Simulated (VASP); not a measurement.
Write the native input for VASP 6.6.1 that does the following.

```
Task                   : electric field gradients
Functional             : PBEsol
Potentials or basis    : VASP PAW PBE potentials, release 64 (Hf_pv, B)
Cutoff                 : 520 eV
k mesh                 : 15 × 15 × 12
Occupations            : fermi-dirac, width 0.03 eV
Spin                   : no spin polarisation
Dipole correction      : no
Further INCAR settings : ALGO = Normal; EDIFF = 1e-08; NBANDS = 15
```

The structure of HfB2 lies in POSCAR:

```
HfB2
1.0
    3.1607954092      0.0000000000      0.0000000000
   -1.5803977046      2.7373291205      0.0000000000
    0.0000000000      0.0000000000      3.5030470293
Hf B
1 2
Direct
    0.0000000000      0.0000000000      0.0000000000
    0.3333333333      0.6666666667      0.5000000000
    0.6666666667      0.3333333333      0.5000000000
```

This cell differs from its parent crystal: volume scaled by 1.02.

These files were run (other wordings do the same):

INCAR

```
SYSTEM = HfB2
ALGO     = Normal         ! electronic algorithm
EDIFF    = 1E-8           ! SCF threshold, eV
ENCUT    = 520            ! plane-wave cutoff, eV
GGA      = PS             ! functional
ISIF     = 2              ! what is computed and relaxed
ISMEAR   = -1             ! smearing method
LASPH    = .TRUE.         ! aspherical terms in the spheres
LCHARG   = .FALSE.        ! write CHGCAR
LEFG     = .TRUE.       
LREAL    = .FALSE.        ! projectors in reciprocal space
LWAVE    = .FALSE.        ! write WAVECAR
NBANDS   = 15             ! bands
NELM     = 100            ! most SCF steps
PREC     = Accurate       ! precision mode
SIGMA    = 0.03           ! smearing width, eV
```

KPOINTS

```
k-points
0
G
  15 15 12
  0 0 0
```

Potentials or basis: VASP PAW PBE potentials, release 64 (Hf_pv, B).

Command:

```console
$ cat potpaw_PBE.64/Hf_pv/POTCAR potpaw_PBE.64/B/POTCAR > POTCAR
$ mpirun -np 1 vasp_std > vasp.out
```

Results of the run:

| Quantity | Value |
| --- | --- |
| Pressure | -9.2 GPa |
| Band gap on the k mesh | zero (band 8 reaches 8.15 eV, above the bottom of band 9 at 7.15 eV) |

Caveat: without QUAD_EFG the Cq values of the log hold for a quadrupole moment of 1 mb, not for the nuclei; the PAW data sets were made with another functional, which shifts forces and pressure a little; spin-orbit coupling is left out, which moves the levels of the heavy elements.

It took 26 s on 1 thread of Intel(R) Xeon(R) 6975P-C (Granite Rapids) (shared host), peak memory 0.21 GiB.
